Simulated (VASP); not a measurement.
## Re: single point with RPBE+D4

The system is Re.

```
Re
1.0
     2.77908    0.00000    0.00000
    -1.38954    2.40676    0.00000
     0.00000    0.00000    4.48773
Re
2
Cartesian
  1.3895 0.8023 3.3658
  0.0000 1.6045 1.1219
```

```json
{
  "Program": "VASP 6.6.1",
  "Task": "single point",
  "Functional": "RPBE",
  "Dispersion": "D4",
  "Potentials or basis": "VASP PAW PBE potentials, release 64 (Re)",
  "Cutoff": "520 eV",
  "k mesh": "11 × 11 × 6",
  "Occupations": "fermi-dirac, width 0.05 eV",
  "Spin": "no spin polarisation"
}
```

The pressure is -10.7 GPa. The band gap on the k mesh is zero (bands 7 and 8 overlap by 2.93 eV). The dispersion energy per atom is -1.197 eV.

Stress tensor (GPa, compression positive):
```
-10.77   0.00   0.00
  0.00 -10.77   0.00
  0.00   0.00 -10.47
```

Levels at points of the mesh, in eV from the Fermi level:
```
           k point  band 3  band 4  band 5  band 6  band 7  band 8  band 9  band 10  band 11  band 12
(0.00, 0.00, 0.00)   -1.53   -1.53   -1.53   -0.72   -0.72    0.18    0.18     0.56     3.27     3.27
(0.00, 0.00, 0.50)   -2.33   -2.33   -1.66   -1.66   -1.66   -1.66    2.47     2.47     2.47     2.47
```

Run time: 41 s on 1 thread of Intel Xeon 8259CL (shared host), peak memory 0.17 GiB.

Caveat: the cell stands under tension; the dispersion term is far too large for a dense solid, which distorts pressure and volume; the PAW data sets were made with another functional, which shifts forces and pressure a little; spin-orbit coupling is left out, which moves the levels of the heavy elements.
